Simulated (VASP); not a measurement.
Here is a VASP 6.6.1 calculation.

Contents of INCAR:

```
SYSTEM = Ti
PREC = Accurate
ENCUT = 520
EDIFF = 1E-6
ISMEAR = -1
SIGMA = 0.05
LREAL = .FALSE.
LASPH = .TRUE.
NELM = 100
ALGO = Normal
ISIF = 2
LWAVE = .FALSE.
LCHARG = .TRUE.
GGA = PE
LELF = .TRUE.
LVHAR = .TRUE.
NBANDS = 19
```

File KPOINTS:

```
regular mesh
0
G
  13 13 7
  0 0 0
```

The input POSCAR:

```
Ti
1.0
    1.4699736197     -2.5460689951      0.0000000000
    1.4699736197      2.5460689951      0.0000000000
    0.0000000000      0.0000000000      4.6478695182
Ti
2
Direct
    0.6666666670      0.3333333330      0.2500000000
    0.3333333330      0.6666666670      0.7500000000
```

Potentials or basis: VASP PAW PBE potentials, release 64 (Ti_sv).

Command:

```console
$ cat potpaw_PBE.64/Ti_sv/POTCAR > POTCAR
$ mpirun -np 1 vasp_std > vasp.out
```

(1) Predict the band gap on the k mesh.

(2) Estimate the pressure.

Results:

(1) zero (bands 12 and 13 overlap by 1.10 eV).

(2) -0.2 GPa.
